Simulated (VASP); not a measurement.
Wanted: the native input for a VASP 6.6.1 run.

* Task: single point
* Functional: PBE
* Potentials or basis: VASP PAW PBE potentials, release 64 (Li_sv, H)
* Cutoff: 520 eV
* k mesh: 6 × 6 × 4
* Occupations: gaussian, width 0.1 eV
* Spin: no spin polarisation
* Dipole correction: no
* Further INCAR settings: ALGO = Fast; EDIFF = 1e-06; NBANDS = 10

The structure of Li2H lies in POSCAR:

```
Li2H
1.0
    2.7979305000      0.0000000000      0.0000000000
   -1.3989653000      2.4230789000      0.0000000000
    0.0000000000      0.0000000000      5.2104407000
Li H
2 1
Direct
    0.6666667000      0.3333333000      0.7603720000
    0.6666667000      0.3333333000      0.2396280000
    0.0000000000      0.0000000000      0.0000000000
```

This cell differs from its parent crystal: atoms taken out.

The input as run:

INCAR

```
PREC = Accurate ; ENCUT = 520
EDIFF = 1E-6 ; ISMEAR = 0
SIGMA = 0.1 ; LREAL = F
LASPH = T ; NELM = 80
ALGO = Fast ; ISIF = 2
LWAVE = F ; LCHARG = F
GGA = PE ; NBANDS = 10
```

KPOINTS

```
Automatic mesh
0
Gamma
  6 6 4
```

Potentials or basis: VASP PAW PBE potentials, release 64 (Li_sv, H).

Run with:

```console
$ cat potpaw_PBE.64/Li_sv/POTCAR potpaw_PBE.64/H/POTCAR > POTCAR
$ mpirun -np 1 vasp_std > vasp.out
```

It gave:

```yaml
Largest_force: 0.011 eV/Å
Band_gap_on_the_k_mesh: zero (an odd number of electrons rules out a gap without spin polarisation)
```

Caveat: the k points lie up to 0.43 Å⁻¹ apart, too coarse for converged energies and pressures of a metal; the cell differs from its parent crystal (atoms taken out).

It took 15 s on 1 thread of Oxide Virtual Turin-like Processor (shared host), peak memory 0.12 GiB.
